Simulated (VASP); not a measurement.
# SiO2 (P6_222) in VASP: a series of runs

The runs below take SiO2 through single point, with PBE.

Everything below comes from runs of VASP 6.6.1. Logs are shortened: lines on timing, memory, paths and dates and some standing lists are left out, and cuts for length are marked.

### 1 The cell of the first run

Symmetry: P6_222, No. 180, hexagonal system. The conventional cell has a = 5.309 Å, b = 5.309 Å, c = 5.585 Å, α = 90.00°, β = 90.00°, γ = 120.00°. Within 2.2 Å of Si (site symmetry 222) lie 4 O at 1.67 Å. Within 2.2 Å of O (site symmetry 2) lie 2 Si at 1.67 Å.

### 2 Single point, PBE (strain +0.040 along x and y, +0.000 along z)

INCAR reads:

```
  PREC = Accurate
  ENCUT = 520
  EDIFF = 1E-6
  ISMEAR = 0
  SIGMA = 0.05
  LREAL = F
  LASPH = T
  NELM = 60
  ALGO = Normal
  ISIF = 2
  LWAVE = F
  LCHARG = F
  GGA = PE
  NBANDS = 34
```

KPOINTS reads:

```
regular mesh
0
Gamma
  6 6 4
```

POSCAR reads:

```
SiO2
1.0
    5.3090919008      0.0000000000      0.0000000000
   -2.6545459504      4.5978084571      0.0000000000
    0.0000000000      0.0000000000      5.5846859247
Si O
3 6
Direct
    0.5000000000      0.0000000000      0.0000000000
    0.5000000000      0.5000000000      0.3333333333
    0.0000000000      0.5000000000      0.6666666667
    0.4159266453      0.2079633227      0.1666666667
    0.2079633227      0.4159266453      0.5000000000
    0.7920366773      0.2079633227      0.8333333333
    0.5840733547      0.7920366773      0.1666666667
    0.7920366773      0.5840733547      0.5000000000
    0.2079633227      0.7920366773      0.8333333333
```

Potentials or basis: VASP PAW PBE potentials, release 64 (Si, O).

Launch:

```sh
cat potpaw_PBE.64/Si/POTCAR potpaw_PBE.64/O/POTCAR > POTCAR
mpirun -np 1 vasp_std > vasp.out
```

OUTCAR:

```text
PREC = Accurate
   ENCUT = 520
   EDIFF = 1E-6
   ISMEAR = 0
   LREAL = F
   LASPH = T
   NELM = 60
   ISIF = 2
   GGA = PE

 ion  position               nearest neighbor table
   1  0.500  0.000  0.000-   6 1.67   9 1.67   7 1.67   4 1.67
   2  0.500  0.500  0.333-   4 1.67   7 1.67   5 1.67   8 1.67
   3  0.000  0.500  0.667-   6 1.67   9 1.67   8 1.67   5 1.67
   4  0.416  0.208  0.167-   2 1.67   1 1.67
   5  0.208  0.416  0.500-   2 1.67   3 1.67
   6  0.792  0.208  0.833-   3 1.67   1 1.67
   7  0.584  0.792  0.167-   2 1.67   1 1.67
   8  0.792  0.584  0.500-   2 1.67   3 1.67
   9  0.208  0.792  0.833-   3 1.67   1 1.67

  LATTYP: Found a hexagonal cell.
 ALAT       =     5.3090919008
 C/A-ratio  =     1.0519098236

  Lattice vectors:

 A1 = (   5.3090919008,   0.0000000000,   0.0000000000)
 A2 = (  -2.6545459504,   4.5978084571,   0.0000000000)
 A3 = (   0.0000000000,   0.0000000000,   5.5846859247)

Analysis of symmetry for initial positions (statically):
=====================================================================
 Subroutine PRICEL returns:
 Original cell was already a primitive cell.

 Routine SETGRP: Setting up the symmetry group for a
 hexagonal supercell.

 Subroutine GETGRP returns: Found 12 space group operations
 (whereof  4 operations were pure point group operations)
 out of a pool of 24 trial point group operations.

The static configuration has the point symmetry D_2 .
 The point group associated with its full space group is D_6 .

Analysis of symmetry for dynamics (positions and initial velocities):
=====================================================================
 Subroutine PRICEL returns:
 Original cell was already a primitive cell.

 Routine SETGRP: Setting up the symmetry group for a
 hexagonal supercell.

 Subroutine GETGRP returns: Found 12 space group operations
 (whereof  4 operations were pure point group operations)
 out of a pool of 24 trial point group operations.

The dynamic configuration has the point symmetry D_2 .
 The point group associated with its full space group is D_6 .

 Subroutine INISYM returns: Found 12 space group operations
 (whereof  4 operations are pure point group operations),
 and found     1 'primitive' translations

----------------------------------------------------------------------------------------

                                     Primitive cell

  volume of cell :     136.3232

  direct lattice vectors                    reciprocal lattice vectors
     5.309091901  0.000000000  0.000000000     0.188356129  0.108747462  0.000000000
    -2.654545950  4.597808457  0.000000000     0.000000000  0.217494924  0.000000000
     0.000000000  0.000000000  5.584685925     0.000000000  0.000000000  0.179061099

  length of vectors
     5.309091901  5.309091901  5.584685925     0.217494924  0.217494924  0.179061099

  position of ions in fractional coordinates (direct lattice)
     0.500000000  0.000000000  0.000000000
     0.500000000  0.500000000  0.333333333
     0.000000000  0.500000000  0.666666667
     0.415926645  0.207963323  0.166666667
     0.207963323  0.415926645  0.500000000
     0.792036677  0.207963323  0.833333333
     0.584073355  0.792036677  0.166666667
     0.792036677  0.584073355  0.500000000
     0.207963323  0.792036677  0.833333333

  ion indices of the primitive-cell ions
   primitive index   ion index
                 1           1
                 2           2
                 3           3
                 4           4
                 5           5
                 6           6
                 7           7
                 8           8
                 9           9

----------------------------------------------------------------------------------------

 KPOINTS: regular mesh

Automatic generation of k-mesh.
 Grid dimensions read from file:
 generate k-points for:    6    6    4

 Generating k-lattice:

  Cartesian coordinates                     Fractional coordinates (reciprocal lattice)
     0.031392688  0.018124577  0.000000000     0.166666667  0.000000000  0.000000000
     0.000000000  0.036249154  0.000000000     0.000000000  0.166666667  0.000000000
     0.000000000  0.000000000  0.044765275     0.000000000  0.000000000  0.250000000

  Length of vectors
     0.036249154  0.036249154  0.044765275

  Shift w.r.t. Gamma in fractional coordinates (k-lattice)
     0.000000000  0.000000000  0.000000000

 Subroutine IBZKPT returns following result:
 ===========================================

 Found     21 irreducible k-points:

 Following reciprocal coordinates:
            Coordinates               Weight
  0.000000  0.000000  0.000000      1.000000
  0.166667  0.000000  0.000000      6.000000
  0.333333  0.000000  0.000000      6.000000
  0.500000 -0.000000  0.000000      3.000000
  0.166667  0.166667  0.000000      6.000000
  0.333333  0.166667  0.000000     12.000000
[... 13 lines left out ...]
  0.333333  0.166667  0.500000     12.000000
  0.333333  0.333333  0.500000      2.000000
   k-points           NKPTS =     21   k-points in BZ     NKDIM =     21   number of bands    NBANDS=     34
   number of dos      NEDOS =    301   number of ions     NIONS =      9
   total plane-waves  NPLWV =  67200
   dimension x,y,z NGX =    40 NGY =   40 NGZ =   42
   dimension x,y,z NGXF=    80 NGYF=   80 NGZF=   84
   ions per type =               3   6
   NGX,Y,Z   is equivalent  to a cutoff of  12.53, 12.53, 12.50 a.u.
   NGXF,Y,Z  is equivalent  to a cutoff of  25.05, 25.05, 25.01 a.u.
 SYSTEM =  unknown system
   PREC   = accura    normal or accurate (medium, high low for compatibility)
   ISTART =      0    job   : 0-new  1-cont  2-samecut
   ICHARG =      2    charge: 1-file 2-atom 10-const
   ISPIN  =      1    spin polarized calculation?
   LNONCOLLINEAR =      F non collinear calculations
   LSORBIT =      F    spin-orbit coupling
   LASPH  =      T    aspherical Exc in radial PAW
   ENCUT  =  520.0 eV  38.22 Ry    6.18 a.u.   9.87  9.87 10.38*2*pi/ulx,y,z
   NELM   =     60;   NELMIN=  2; NELMDL= -5     # of ELM steps
   EDIFF  = 0.1E-05   stopping-criterion for ELM
   LREAL  =      F    real-space projection
   EDIFFG = 0.1E-04   stopping-criterion for IOM
   NSW    =      0    number of steps for IOM
   IBRION =     -1    ionic relax: 0-MD 1-quasi-New 2-CG
   NFREE  =      0    steps in history (QN), initial steepest desc. (CG)
   ISIF   =      2    stress and relaxation
   ISYM   =      2    0-nonsym 1-usesym 2-fastsym
   POTIM  = 0.5000    time-step for ionic-motion
   TEBEG  =    0.0;   TEEND  =   0.0 temperature during run
   PSTRESS=    0.0 pullay stress
   NELECT =      48.0000    total number of electrons
   NUPDOWN=      -1.0000    fix difference up-down
   EMIN   =  10.00;   EMAX   =-10.00  energy-range for DOS
   EFERMI =   0.00;   METHOD = LEGACY
   ISMEAR =     0;   SIGMA  =   0.05  broadening in eV -4-tet -1-fermi 0-gaus
   EFERMI_NEDOS =   21; number of points for ismear=-14 and -15
   IALGO  =     38    algorithm
   IMIX   =      4    mixing-type and parameters
     AMIX     =   0.40;   BMIX     =  1.00
     AMIX_MAG =   1.60;   BMIX_MAG =  1.00
  volume/ion in A,a.u.               =      15.15       102.22
  Fermi-wavevector in a.u.,A,eV,Ry     =   1.156020  2.184561 18.182579  1.336382
  Thomas-Fermi vector in A             =   2.292644
   LORBIT       =      0    0 simple, 1 ext, 2 COOP (PROOUT), +10 PAW based schemes
   GGA     = PE    functional components
   LHFCALC =     F    Hartree Fock is set to
   AEXX    =    0.0000 exact exchange contribution
   IVDW    =     0    specifies the selected vdW correction
   LEPSILON=     F    determine dielectric tensor
   LRPA    =     F    only Hartree local field effects (RPA)
 non-spin polarized calculation
 Gauss-broadening in eV      SIGMA  =   0.05
  energy-cutoff  :      520.00
  volume of cell :      136.32
 maximum number of plane-waves:      3693
 NGX is ok and might be reduce to    40
   NGX = 19   NGY = 19   NGZ = 21

 number of electron      47.9999990 magnetization

 Free energy of the ion-electron system (eV)
  ---------------------------------------------------
  ext. energy  EPLUGINS =         0.00000000
  ---------------------------------------------------
  free energy    TOTEN  =       -70.71059354 eV

  energy without entropy =      -70.71059354  energy(sigma->0) =      -70.71059354

 E-fermi :   0.1036     XC(G=0):  -8.3088

 val. band max:       -0.1904485836   @ k =   0.5000  -0.0000   0.0000
 cond. band min:       4.7340282102   @ k =   0.0000   0.0000   0.0000
 fundamental gap:      4.9244767938
 Fermi energy:         0.1036269247

 k-point     1 :       0.0000    0.0000    0.0000
  band No.  band energies     occupation
      1     -19.0699      2.00000
      2     -17.7534      2.00000
      3     -17.7534      2.00000
      4     -17.3039      2.00000
      5     -17.2769      2.00000
      6     -17.2769      2.00000
[... 26 lines left out ...]
     33      11.3657      0.00000
     34      11.6022      0.00000

 k-point     2 :       0.1667    0.0000    0.0000
  band No.  band energies     occupation
      1     -19.0061      2.00000
      2     -17.8627      2.00000
      3     -17.7610      2.00000
      4     -17.2923      2.00000
      5     -17.2703      2.00000
      6     -17.2679      2.00000
[... 26 lines left out ...]
     33      11.2224      0.00000
     34      11.9772      0.00000

 k-point     3 :       0.3333    0.0000    0.0000
  band No.  band energies     occupation
      1     -18.8334      2.00000
      2     -18.1112      2.00000
      3     -17.7754      2.00000
      4     -17.2935      2.00000
      5     -17.2506      2.00000
      6     -17.2451      2.00000
[... 26 lines left out ...]
     33      10.7827      0.00000
     34      11.4703      0.00000

 k-point     4 :       0.5000   -0.0000    0.0000
  band No.  band energies     occupation
      1     -18.6827      2.00000
      2     -18.2959      2.00000
      3     -17.7822      2.00000
      4     -17.2960      2.00000
      5     -17.2424      2.00000
      6     -17.2343      2.00000
[... 26 lines left out ...]
     33      10.7406      0.00000
     34      10.8818      0.00000

 k-point     5 :       0.1667    0.1667    0.0000
  band No.  band energies     occupation
      1     -18.8857      2.00000
      2     -18.0353      2.00000
      3     -17.7806      2.00000
      4     -17.2809      2.00000
      5     -17.2685      2.00000
      6     -17.2460      2.00000
[... 510 lines left out ...]
 k-point    19 :       0.1667    0.1667    0.5000
  band No.  band energies     occupation
      1     -18.6604      2.00000
      2     -18.4855      2.00000
      3     -17.5739      2.00000
      4     -17.2882      2.00000
      5     -17.2784      2.00000
      6     -17.2008      2.00000
[... 26 lines left out ...]
     33      10.8172      0.00000
     34      10.8991      0.00000

 k-point    20 :       0.3333    0.1667    0.5000
  band No.  band energies     occupation
      1     -18.6507      2.00000
      2     -18.2819      2.00000
      3     -17.8313      2.00000
      4     -17.2898      2.00000
      5     -17.2667      2.00000
      6     -17.2251      2.00000
[... 26 lines left out ...]
     33      10.2503      0.00000
     34      10.8619      0.00000

 k-point    21 :       0.3333    0.3333    0.5000
  band No.  band energies     occupation
      1     -18.6473      2.00000
      2     -18.0651      2.00000
      3     -18.0651      2.00000
      4     -17.2865      2.00000
      5     -17.2503      2.00000
      6     -17.2503      2.00000
[... 26 lines left out ...]
     33      10.7139      0.00000
     34      10.7429      0.00000

------------------------ aborting loop because EDIFF is reached ----------------------------------------

  FORCE on cell =-STRESS in cart. coord.  units (eV):
  Direction    XX          YY          ZZ          XY          YZ          ZX
  --------------------------------------------------------------------------------------
  -------------------------------------------------------------------------------------
  Total      -10.7518739    -10.7518739     -8.1754363      0.0000000      0.0000000      0.0000000
  in kB     -126.3644389   -126.3644389    -96.0841274      0.0000000      0.0000000      0.0000000
  external PRESSURE =    -116.2710017 kB  Pullay stress =       0.0000000 kB

 VOLUME and BASIS-vectors are now :
 -----------------------------------------------------------------------------
  energy-cutoff  :      520.00
  volume of cell :      136.32
      direct lattice vectors                 reciprocal lattice vectors
     5.309091901  0.000000000  0.000000000     0.188356129  0.108747462  0.000000000
    -2.654545950  4.597808457  0.000000000     0.000000000  0.217494924  0.000000000
     0.000000000  0.000000000  5.584685925     0.000000000  0.000000000  0.179061099

 POSITION                                       TOTAL-FORCE (eV/Angst)
 -----------------------------------------------------------------------------------
      2.65455      0.00000      0.00000        -0.000000     -0.000000      0.000000
      1.32727      2.29890      1.86156        -0.000000     -0.000000      0.000000
     -1.32727      2.29890      3.72312        -0.000000     -0.000000     -0.000000
      1.65614      0.95618      0.93078         0.478942      0.276517     -0.000000
      0.00000      1.91235      2.79234        -0.000000      0.553034      0.000000
      3.65295      0.95618      4.65390        -0.478942      0.276517      0.000000
      0.99840      3.64163      0.93078        -0.478942     -0.276517      0.000000
      2.65455      2.68546      2.79234         0.000000     -0.553034      0.000000
     -0.99840      3.64163      4.65390         0.478942     -0.276517     -0.000000
 -----------------------------------------------------------------------------------
    total drift:                               -0.000000      0.000000      0.000001

  FREE ENERGIE OF THE ION-ELECTRON SYSTEM (eV)
  ---------------------------------------------------
  free  energy   TOTEN  =       -70.7105935445 eV

  energy  without entropy=      -70.7105935445  energy(sigma->0) =      -70.71059354
```

Run time: 66 s. Hardware: 1 thread of Intel Xeon Platinum 8488C (Sapphire Rapids), shared host; peak memory 0.27 GiB.

Results:

```yaml
Free_energy: -70.7106 eV
Pressure: -11.6 GPa
Largest_force: 0.553 eV/Å
Band_gap_on_the_k_mesh: 4.92 eV (least direct gap 5.17 eV)
```

Forces on the atoms (eV/Å):
```
Si   0.000  0.000  0.000
Si   0.000  0.000  0.000
Si   0.000  0.000  0.000
O    0.479  0.277  0.000
O    0.000  0.553  0.000
O   -0.479  0.277  0.000
O   -0.479 -0.277  0.000
O    0.000 -0.553  0.000
O    0.479 -0.277  0.000
```

Stress tensor (GPa, compression positive):
```
-12.64   0.00   0.00
  0.00 -12.64   0.00
  0.00   0.00  -9.61
```

Caveat: the cell differs from its parent crystal (strain +0.040 along x and y, +0.000 along z); the cell stands under tension. A k mesh can miss the band edges.

(Part 1 of 2 ends here.)
